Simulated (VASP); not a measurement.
A run of VASP 6.6.1 is set up as follows.

INCAR

```
SYSTEM = TiO2
PREC = Accurate
ENCUT = 520
EDIFF = 1E-7
ISMEAR = 0
SIGMA = 0.05
LREAL = .False.
LASPH = .True.
NELM = 80
ALGO = Normal
ISIF = 2
LWAVE = .False.
LCHARG = .True.
GGA = PE
LELF = .True.
LVHAR = .True.
NBANDS = 33
```

Contents of KPOINTS:

```
Automatic mesh
0
Gamma
  8 8 10
  0 0 0
```

The input POSCAR:

```
TiO2
1.0
    4.5996968266      0.0000000000      0.0000000000
    0.0000000000      4.5996968266      0.0000000000
    0.0000000000      0.0000000000      3.1816102949
Ti O
2 4
Direct
    0.0000000000      0.0000000000      0.0000000000
    0.5000000000      0.5000000000      0.5000000000
    0.3050970583      0.3050970583      0.0000000000
    0.1949029417      0.8050970583      0.5000000000
    0.6949029417      0.6949029417      0.0000000000
    0.8050970583      0.1949029417      0.5000000000
```

Potentials or basis: VASP PAW PBE potentials, release 64 (Ti_sv, O).

Launch:

```bash
$ cat potpaw_PBE.64/Ti_sv/POTCAR potpaw_PBE.64/O/POTCAR > POTCAR
$ mpirun -np 1 vasp_std > vasp.out
```

(1) Predict the largest force.

(2) Predict the pressure.

(3) Estimate the band gap on the k mesh.

## Answers

(1) 0.048 eV/Å.

(2) -12.1 GPa.

(3) 1.62 eV, direct.
